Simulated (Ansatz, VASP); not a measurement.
# Two plane-wave programs on HgTe

```
CELL_PARAMETERS angstrom
0.00000 3.18764 3.18764
3.18764 0.00000 3.18764
3.18764 3.18764 0.00000
ATOMIC_POSITIONS crystal
Hg 0.00000 0.00000 0.00000
Te 0.25000 0.25000 0.25000
```

Alike in both runs: task single point; functional PBE; k mesh 12 × 12 × 12; occupations gaussian, width 0.1 eV; no spin polarisation.

```csv
,VASP,Ansatz
version,VASP 6.6.1,Ansatz 0.2.0
potentials or method,"VASP PAW PBE potentials, release 64 (Hg, Te), cutoff 520 eV","scalar-relativistic, plane waves, PAW"
valence electrons in the cell,18,36
```

|  | VASP | Ansatz | Ansatz less VASP |
| --- | --- | --- | --- |
| gap on the k mesh at the Fermi level (eV) | none | none | - |
| pressure (GPa) | 6.1 | 6.0 | -0.09 |

A gap of «none» marks a metal or a gap that the smearing closes. VASP's potentials hold 18 valence electrons a cell and Ansatz's 36, so a difference there can come from the potentials and not from the codes.

Neither program's run includes spin-orbit coupling.
